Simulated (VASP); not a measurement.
Wanted: the native input for a VASP 6.6.1 run.

```
Task                   : single point
Functional             : PBEsol
Potentials or basis    : VASP PAW PBE potentials, release 64 (Zr_sv)
Cutoff                 : 520 eV
k mesh                 : 13 × 13 × 13
Occupations            : fermi-dirac, width 0.1 eV
Spin                   : no spin polarisation
Dipole correction      : no
Further INCAR settings : ALGO = Normal; EDIFF = 1e-07; NBANDS = 12
```

The structure of Zr lies in POSCAR:

```
Zr
1.0
    2.3098332940      0.0000000000      0.0000000000
    0.0000000000      2.3098332940      0.0000000000
    0.0000000000      0.0000000000      2.3098332940
Zr
1
Direct
    0.0000000000      0.0000000000      0.0000000000
```

This cell differs from its parent crystal: volume scaled by 0.52.

These files were run (other wordings do the same):

INCAR

```
PREC = Accurate
ENCUT = 520
EDIFF = 1E-7
ISMEAR = -1
SIGMA = 0.1
LREAL = F
LASPH = T
NELM = 60
ALGO = Normal
ISIF = 2
LWAVE = F
LCHARG = F
GGA = PS
NBANDS = 12
```

KPOINTS

```
Automatic mesh
0
Gamma
  13 13 13
```

Potentials or basis: VASP PAW PBE potentials, release 64 (Zr_sv).

Run with:

```sh
$ cat potpaw_PBE.64/Zr_sv/POTCAR > POTCAR
$ mpirun -np 1 vasp_std > vasp.out
```

It gave:

| Quantity | Value |
| --- | --- |
| Pressure | 175.2 GPa |
| Band gap on the k mesh | zero (band 6 reaches 19.05 eV, above the bottom of band 7 at 12.75 eV) |

Caveat: the PAW data sets were made with another functional, which shifts forces and pressure a little.

Run time: 11 s on 1 thread of Intel(R) Xeon(R) Platinum 8488C (Sapphire Rapids), on a shared host, peak memory 0.13 GiB.
